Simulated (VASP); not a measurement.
# AlN in VASP: a series of runs

Aim: see how the results for AlN move with the level of theory and the settings. Levels: r2SCAN, PBE, HSE06. Tasks: single point.

Program: VASP 6.6.1. These are calculated values, not measurements. Logs are shortened: lines on timing, memory, paths and dates and some standing lists are left out, and cuts for length are marked.

## (1) The cell of the first run

Symmetry: I-4m2, No. 119, tetragonal system. The conventional cell has a = 3.090 Å, b = 3.090 Å, c = 4.441 Å, α = 90.00°, β = 90.00°, γ = 90.00°. Within 2.5 Å of Al (site symmetry -4m2) lie 4 N at 1.90 Å. N (site symmetry -4m2) has 4 Al at 1.90 Å within 2.5 Å.

## (2) Single point, r2SCAN (uniaxial y strain +1.6%)

Contents of POSCAR:

```
AlN
1.0
    0.0000000000      2.2204899696      2.1848764830
    2.1848764830      0.0000000000      2.1848764830
    2.1848764830      2.2204899696      0.0000000000
Al N
1 1
Direct
    0.0000000000      0.0000000000      0.0000000000
    0.7500000000      0.7500000000      0.7500000000
```

Contents of INCAR.step1:

```
SYSTEM = AlN
  ALGO = Normal
  EDIFF = 1E-4
  ENCUT = 520
  GGA = PE
  ISMEAR = 0
  LASPH = .TRUE.
  LCHARG = .FALSE.
  LREAL = .FALSE.
  LWAVE = .TRUE.
  NBANDS = 11
  NELM = 100
  PREC = Accurate
  SIGMA = 0.01
```

Contents of INCAR.step2:

```
SYSTEM = AlN
  ALGO = Normal
  EDIFF = 1E-6
  ENCUT = 520
  ISIF = 2
  ISMEAR = 0
  ISTART = 1
  LASPH = .TRUE.
  LCHARG = .FALSE.
  LMIXTAU = .TRUE.
  LREAL = .FALSE.
  LWAVE = .FALSE.
  METAGGA = R2SCAN
  NBANDS = 11
  NELM = 100
  PREC = Accurate
  SIGMA = 0.01
```

Contents of KPOINTS:

```
k-points
0
G
  10 10 10
  0 0 0
```

Potentials or basis: VASP PAW PBE potentials, release 64 (Al, N).

Launch:

```
$ cat potpaw_PBE.64/Al/POTCAR potpaw_PBE.64/N/POTCAR > POTCAR
$ cp INCAR.step1 INCAR
$ mpirun -np 1 vasp_std > vasp.out
$ cp INCAR.step2 INCAR
$ mpirun -np 1 vasp_std > vasp.out
```

OUTCAR:

```text
SYSTEM = AlN
   EDIFF = 1E-6
   ENCUT = 520
   ISIF = 2
   ISMEAR = 0
   ISTART = 1
   LASPH = .TRUE.
   LREAL = .FALSE.
   METAGGA = R2SCAN
   NELM = 100
   PREC = Accurate

 ion  position               nearest neighbor table
   1  0.000  0.000  0.000-   2 1.90   2 1.90   2 1.90   2 1.90
   2  0.750  0.750  0.750-   1 1.90   1 1.90   1 1.90   1 1.90

  LATTYP: Found a body centered tetragonal cell.
 ALAT       =     3.0898819544
 C/A-ratio  =     1.4372652434

  Lattice vectors:

 A1 = (   0.0000000000,  -2.2204899696,   2.1848764830)
 A2 = (   0.0000000000,  -2.2204899696,  -2.1848764830)
 A3 = (   2.1848764830,   2.2204899696,   0.0000000000)

Analysis of symmetry for initial positions (statically):
=====================================================================
 Subroutine PRICEL returns:
 Original cell was already a primitive cell.

 Routine SETGRP: Setting up the symmetry group for a
 body centered tetragonal supercell.

 Subroutine GETGRP returns: Found  8 space group operations
 (whereof  8 operations were pure point group operations)
 out of a pool of 16 trial point group operations.

The static configuration has the point symmetry D_2d.

Analysis of symmetry for dynamics (positions and initial velocities):
=====================================================================
 Subroutine PRICEL returns:
 Original cell was already a primitive cell.

 Routine SETGRP: Setting up the symmetry group for a
 body centered tetragonal supercell.

 Subroutine GETGRP returns: Found  8 space group operations
 (whereof  8 operations were pure point group operations)
 out of a pool of 16 trial point group operations.

The dynamic configuration has the point symmetry D_2d.

 Subroutine INISYM returns: Found  8 space group operations
 (whereof  8 operations are pure point group operations),
 and found     1 'primitive' translations

----------------------------------------------------------------------------------------

                                     Primitive cell

  volume of cell :      21.1998

  direct lattice vectors                    reciprocal lattice vectors
     0.000000000  2.220489970  2.184876483    -0.228845888  0.225175527  0.228845888
     2.184876483  0.000000000  2.184876483     0.228845888 -0.225175527  0.228845888
     2.184876483  2.220489970  0.000000000     0.228845888  0.225175527 -0.228845888

  length of vectors
     3.115166280  3.089881954  3.115166280     0.394265012  0.394265012  0.394265012

  position of ions in fractional coordinates (direct lattice)
     0.000000000  0.000000000  0.000000000
[... 87 lines left out ...]
   TEBEG  =    0.0;   TEEND  =   0.0 temperature during run
   PSTRESS=    0.0 pullay stress
   NELECT =       8.0000    total number of electrons
   NUPDOWN=      -1.0000    fix difference up-down
   EMIN   =  10.00;   EMAX   =-10.00  energy-range for DOS
   EFERMI =   0.00;   METHOD = LEGACY
   ISMEAR =     0;   SIGMA  =   0.01  broadening in eV -4-tet -1-fermi 0-gaus
   EFERMI_NEDOS =   21; number of points for ismear=-14 and -15
   IALGO  =     38    algorithm
   IMIX   =      4    mixing-type and parameters
     AMIX     =   0.40;   BMIX     =  1.00
     AMIX_MAG =   1.60;   BMIX_MAG =  1.00
  volume/ion in A,a.u.               =      10.60        71.53
  Fermi-wavevector in a.u.,A,eV,Ry     =   1.183025  2.235593 19.042012  1.399548
  Thomas-Fermi vector in A             =   2.319268
   LORBIT       =      0    0 simple, 1 ext, 2 COOP (PROOUT), +10 PAW based schemes
   METAGGA = R2SCAN    functional components
   LHFCALC =     F    Hartree Fock is set to
   AEXX    =    0.0000 exact exchange contribution
   IVDW    =     0    specifies the selected vdW correction
   LEPSILON=     F    determine dielectric tensor
   LRPA    =     F    only Hartree local field effects (RPA)
 non-spin polarized calculation
 Gauss-broadening in eV      SIGMA  =   0.01
  energy-cutoff  :      520.00
  volume of cell :       21.20
 maximum number of plane-waves:       588
   NGX = 11   NGY = 11   NGZ = 11

 number of electron       8.0000001 magnetization

 Free energy of the ion-electron system (eV)
  ---------------------------------------------------
  ext. energy  EPLUGINS =         0.00000000
  ---------------------------------------------------
  free energy    TOTEN  =       -19.17395591 eV

  energy without entropy =      -19.17395591  energy(sigma->0) =      -19.17395591

 E-fermi :   5.7181     XC(G=0): -11.3402

 val. band max:        5.5572227808   @ k =   0.0000   0.0000   0.0000
 cond. band min:       9.4302930969   @ k =   0.5000   0.5000   0.0000
 fundamental gap:      3.8730703162
 Fermi energy:         5.7180504182

 k-point     1 :       0.0000    0.0000    0.0000
  band No.  band energies     occupation
      1     -10.1086      2.00000
      2       5.4860      2.00000
      3       5.5572      2.00000
      4       5.5572      2.00000
      5      10.2625      0.00000
      6      18.8694      0.00000
      7      18.8694      0.00000
      8      18.8921      0.00000
      9      23.6391      0.00000
     10      24.1915      0.00000
     11      25.1981      0.00000
[... 309 lines left out ...]
 k-point    24 :       0.4000    0.3000    0.0000
  band No.  band energies     occupation
      1      -8.1506      2.00000
      2       1.4042      2.00000
      3       3.8092      2.00000
      4       4.0820      2.00000
      5      11.0608      0.00000
      6      15.7531      0.00000
      7      18.6972      0.00000
      8      20.9078      0.00000
      9      21.6128      0.00000
     10      27.6847      0.00000
     11      30.1017      0.00000

 [... further k-points ...]

------------------------ aborting loop because EDIFF is reached ----------------------------------------

  FORCE on cell =-STRESS in cart. coord.  units (eV):
  Direction    XX          YY          ZZ          XY          YZ          ZX
  --------------------------------------------------------------------------------------
  -------------------------------------------------------------------------------------
  Total       -0.3799473     -0.7124961     -0.3799473      0.0000000      0.0000000      0.0000000
  in kB      -28.7145072    -53.8468687    -28.7145072      0.0000000      0.0000000      0.0000000
  external PRESSURE =     -37.0919610 kB  Pullay stress =       0.0000000 kB

 VOLUME and BASIS-vectors are now :
 -----------------------------------------------------------------------------
  energy-cutoff  :      520.00
  volume of cell :       21.20
      direct lattice vectors                 reciprocal lattice vectors
     0.000000000  2.220489970  2.184876483    -0.228845888  0.225175527  0.228845888
     2.184876483  0.000000000  2.184876483     0.228845888 -0.225175527  0.228845888
     2.184876483  2.220489970  0.000000000     0.228845888  0.225175527 -0.228845888

 POSITION                                       TOTAL-FORCE (eV/Angst)
 -----------------------------------------------------------------------------------
      0.00000      0.00000      0.00000         0.000000      0.000000      0.000000
      3.27731      3.33073      3.27731        -0.000000     -0.000000     -0.000000
 -----------------------------------------------------------------------------------
    total drift:                               -0.000001      0.000001     -0.000001

  FREE ENERGIE OF THE ION-ELECTRON SYSTEM (eV)
  ---------------------------------------------------
  free  energy   TOTEN  =       -19.1739559111 eV

  energy  without entropy=      -19.1739559111  energy(sigma->0) =      -19.17395591
```

Run time: 4 min. Hardware: 1 thread of AMD EPYC 7R13, shared host; peak memory 0.12 GiB.

Results:

```yaml
Free_energy: -19.1740 eV
Pressure: -3.7 GPa
Band_gap_on_the_k_mesh: 3.87 eV, indirect (least direct gap 4.71 eV)
```

Stress tensor (GPa, compression positive):
```
-2.87  0.00  0.00
 0.00 -5.38  0.00
 0.00  0.00 -2.87
```

Caveat: the cell differs from its parent crystal (uniaxial y strain +1.6%); the PAW data sets were made with another functional, which shifts forces and pressure a little. A k mesh can miss the band edges.

## (3) Single point, PBE (shear xy strain +5.3%)

Contents of INCAR:

```
  PREC = Accurate
  ENCUT = 520
  EDIFF = 1E-7
  ISMEAR = -1
  SIGMA = 0.02
  LREAL = False
  LASPH = True
  NELM = 60
  ALGO = Normal
  ISIF = 2
  LWAVE = False
  LCHARG = False
  GGA = PE
  NBANDS = 11
```

Contents of KPOINTS:

```
regular mesh
0
Gamma
  10 10 10
```

Contents of POSCAR:

```
AlN
1.0
    0.0580084706      2.1848764830      2.1848764830
    2.1848764830      0.0580084706      2.1848764830
    2.2428849536      2.2428849536      0.0000000000
Al N
1 1
Direct
   -0.0034687493     -0.0034687493      0.0034687493
    0.7534687493      0.7534687493      0.7465312507
```

Potentials or basis: VASP PAW PBE potentials, release 64 (Al, N).

Launch:

```
$ cat potpaw_PBE.64/Al/POTCAR potpaw_PBE.64/N/POTCAR > POTCAR
$ mpirun -np 1 vasp_std > vasp.out
```

Run time: 1.7 min. Hardware: 1 thread of AMD EPYC 7R13, shared host; peak memory 0.13 GiB.

The run converged. Its results:

* Free energy: -14.8069 eV
* Pressure: 4.6 GPa
* Largest force: 0.046 eV/Å
* Band gap on the k mesh: 3.00 eV, indirect (least direct gap 3.89 eV)

Forces on the atoms (eV/Å):
```
Al   0.000  0.000 -0.046
N    0.000  0.000  0.046
```

Stress tensor (GPa, compression positive):
```
  4.73 -10.02   0.00
-10.02   4.73   0.00
  0.00   0.00   4.21
```

Levels at points of the mesh, in eV from the valence-band top:
```csv
k point,band 1,band 2,band 3,band 4,band 5,band 6,band 7,band 8,band 9
"(0.00, 0.00, 0.00)",-15.22,-0.45,-0.25,0.00,3.89,11.64,12.39,13.03,17.35
"(0.50, 0.00, 0.00)",-13.06,-5.98,-0.91,-0.76,6.90,9.55,10.39,10.92,17.73
"(0.50, 0.50, 0.00)",-12.54,-5.14,-2.38,-1.62,3.00,8.47,13.69,15.29,15.72
"(0.00, 0.00, 0.50)",-13.27,-6.20,-0.68,-0.48,7.33,9.52,11.02,11.47,17.77
"(0.50, 0.00, 0.50)",-12.52,-5.13,-2.01,-2.00,3.07,8.37,13.57,15.47,15.58
```

Caveat: the cell differs from its parent crystal (shear xy strain +5.3%). A k mesh can miss the band edges.

## (4) Single point, HSE06 (biaxial xy strain -3.0%)

Contents of POSCAR:

```
AlN
1.0
    0.0000000000      2.1182377502      2.1848764830
    2.1182377502      0.0000000000      2.1848764830
    2.1182377502      2.1182377502      0.0000000000
Al N
1 1
Direct
    0.0000000000      0.0000000000      0.0000000000
    0.7500000000      0.7500000000      0.7500000000
```

Contents of INCAR.step1:

```
SYSTEM = AlN
ALGO = Normal ; EDIFF = 1E-5
ENCUT = 520 ; GGA = PE
ISIF = 2 ; ISMEAR = 0
LASPH = .True. ; LCHARG = .False.
LREAL = .False. ; LWAVE = .True.
NBANDS = 11 ; NELM = 80
PREC = Accurate ; SIGMA = 0.01
```

Contents of INCAR.step2:

```
SYSTEM = AlN
ALGO = Normal ; EDIFF = 1E-7
ENCUT = 520 ; GGA = PE
HFSCREEN = 0.2079 ; ISIF = 2
ISMEAR = 0 ; ISTART = 1
LASPH = .True. ; LCHARG = .False.
LHFCALC = .True. ; LREAL = .False.
LWAVE = .False. ; NBANDS = 11
NELM = 80 ; PREC = Accurate
PRECFOCK = Normal ; SIGMA = 0.01
```

Contents of KPOINTS:

```
k-points
0
Gamma
  8 8 8
  0 0 0
```

Launch:

```
$ cat potpaw_PBE.64/Al/POTCAR potpaw_PBE.64/N/POTCAR > POTCAR
$ cp INCAR.step1 INCAR
$ mpirun -np 1 vasp_std > vasp.out
$ cp INCAR.step2 INCAR
$ mpirun -np 1 vasp_std > vasp.out
```

It took 48 min on 1 thread of Intel Xeon Platinum 8375C at 2.90GHz (Ice Lake), shared host; peak memory 0.26 GiB.

Results (log left out):

| Property | Result |
| --- | --- |
| Free energy | -17.3413 eV |
| Pressure | 13.8 GPa |
| Band gap on the k mesh | 4.51 eV, indirect (least direct gap 6.10 eV) |

Stress tensor (GPa, compression positive):
```
15.37  0.00  0.00
 0.00 15.37  0.00
 0.00  0.00 10.67
```

Levels at points of the mesh, in eV from the valence-band top:
| k point | band 1 | band 2 | band 3 | band 4 | band 5 | band 6 | band 7 | band 8 |
| --- | --- | --- | --- | --- | --- | --- | --- | --- |
| (0.00, 0.00, 0.00) | -16.90 | -0.14 | 0.00 | 0.00 | 6.10 | 14.84 | 14.84 | 14.87 |
| (0.50, 0.00, 0.00) | -14.52 | -6.68 | -0.74 | -0.44 | 9.38 | 12.05 | 12.88 | 13.45 |
| (0.50, 0.50, 0.00) | -13.88 | -5.80 | -1.88 | -1.88 | 4.68 | 10.76 | 16.57 | 18.78 |
| (0.50, 0.00, 0.50) | -13.73 | -5.48 | -2.16 | -2.16 | 4.51 | 10.27 | 17.16 | 17.98 |

Caveat: the cell differs from its parent crystal (biaxial xy strain -3.0%); the PAW data sets were made with another functional, which shifts forces and pressure a little.

## (5) Overview

```tsv
level	cell	k mesh	smearing	grid for exact exchange (PRECFOCK)	screening parameter	gap on the mesh (eV)	pressure (GPa)
r2SCAN	a = 3.115, b = 3.090 Å, angles 60.3, 59.5, 60.3°, 2 atoms	10 × 10 × 10	gaussian 0.01 eV	-	-	3.87	-3.7
PBE	a = 3.090, b = 3.090, c = 3.172 Å, angles 59.1, 59.1, 58.2°, 2 atoms	10 × 10 × 10	fermi-dirac 0.02 eV	-	-	3.00	4.6
HSE06	a = 3.043, b = 3.043, c = 2.996 Å, angles 60.5, 60.5, 59.0°, 2 atoms	8 × 8 × 8	gaussian 0.01 eV	Normal	0.2079 1/Å	4.51	13.8
```

Alike in all rows: task single point; potentials or basis VASP PAW PBE potentials, release 64 (Al, N); no spin polarisation; cutoff (eV) 520.

Caveats: the PAW data sets were made with another functional, which shifts forces and pressure a little (some runs).

Absolute energies hang on the potentials; compare differences alone.
